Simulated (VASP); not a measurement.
ScSi2, 3 atoms in the cell. It takes space group P6/mmm (No. 191, hexagonal). Conventional cell: a = 4.013 Å, b = 4.013 Å, c = 3.595 Å, α = 90.00°, β = 90.00°, γ = 120.00°. Sc (site symmetry 6/mmm) has 12 Si at 2.93 Å and 8 Sc at 3.59 to 4.01 Å within 4.1 Å. Si (site symmetry -6m2) has 3 Si at 2.32 Å and 6 Sc at 2.93 Å within 3.1 Å. 

```yaml
Program: VASP 6.6.1
Task: single point
Functional: PBE
Potentials_or_basis: VASP PAW PBE potentials, release 64 (Sc_sv, Si)
Cutoff: 520 eV
k_mesh: 10 × 10 × 10
Occupations: gaussian, width 0.05 eV
Spin: no spin polarisation
Dipole_correction: no
Further_INCAR_settings: ALGO = Normal; EDIFF = 1e-06; NBANDS = 16
```

Potentials or basis: VASP PAW PBE potentials, release 64 (Sc_sv, Si).

Run with:

```console
$ cat potpaw_PBE.64/Sc_sv/POTCAR potpaw_PBE.64/Si/POTCAR > POTCAR
$ mpirun -np 1 vasp_std > vasp.out
```

Hardware: 1 thread of Intel Xeon 8259CL (shared host).

Task: Estimate the wall time of this run.

Result: It took 2.3 min on 1 thread of Intel Xeon 8259CL, on a shared host, peak memory 0.21 GiB. Counts: scf iterations 13, k points 84.
